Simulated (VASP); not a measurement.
Write the native input for VASP 6.6.1 that does the following.

| Quantity | Value |
| --- | --- |
| Task | single point |
| Functional | PBE |
| Potentials or basis | VASP PAW PBE potentials, release 64 (Si, W_sv) |
| Cutoff | 520 eV |
| k mesh | 18 × 18 × 18 |
| Occupations | gaussian, width 0.15 eV |
| Spin | no spin polarisation |
| Dipole correction | no |
| Further INCAR settings | ALGO = Normal; EDIFF = 1e-06; NBANDS = 18 |

The structure of Si2W lies in POSCAR:

```
Si2W
1.0
   -1.6913662915      1.6913662915      3.5848508548
    1.6913662915     -1.6913662915      3.5848508548
    1.6913662915      1.6913662915     -3.5848508548
Si W
2 1
Direct
    0.3557618575      0.3557618575      0.0000000000
    0.6442381425      0.6442381425      0.0000000000
    0.0000000000      0.0000000000      0.0000000000
```

This cell differs from its parent crystal: c/a of the conventional cell at fixed volume 2.1195.

These files were run (other wordings do the same):

INCAR

```
SYSTEM = Si2W
PREC = Accurate
ENCUT = 520
EDIFF = 1E-6
ISMEAR = 0
SIGMA = 0.15
LREAL = .False.
LASPH = .True.
NELM = 100
ALGO = Normal
ISIF = 2
LWAVE = .False.
LCHARG = .False.
GGA = PE
NBANDS = 18
```

KPOINTS

```
Automatic mesh
0
Gamma
  18 18 18
  0 0 0
```

Potentials or basis: VASP PAW PBE potentials, release 64 (Si, W_sv).

Launch:

```sh
$ cat potpaw_PBE.64/Si/POTCAR potpaw_PBE.64/W_sv/POTCAR > POTCAR
$ mpirun -np 1 vasp_std > vasp.out
```

It gave:

- Pressure: 16.1 GPa
- Largest force: 6.339 eV/Å
- Band gap on the k mesh: zero (band 11 reaches 11.84 eV, above the bottom of band 12 at 11.32 eV)

Caveat: spin-orbit coupling is left out, which moves the levels of the heavy elements; forces of over 1 eV/Å act on the atoms, so gaps and moduli don't describe the material at rest.

Run time: 6 min on 1 thread of Intel(R) Xeon(R) Platinum 8375C CPU @ 2.90GHz (Ice Lake), with other jobs on the host, peak memory 0.44 GiB.
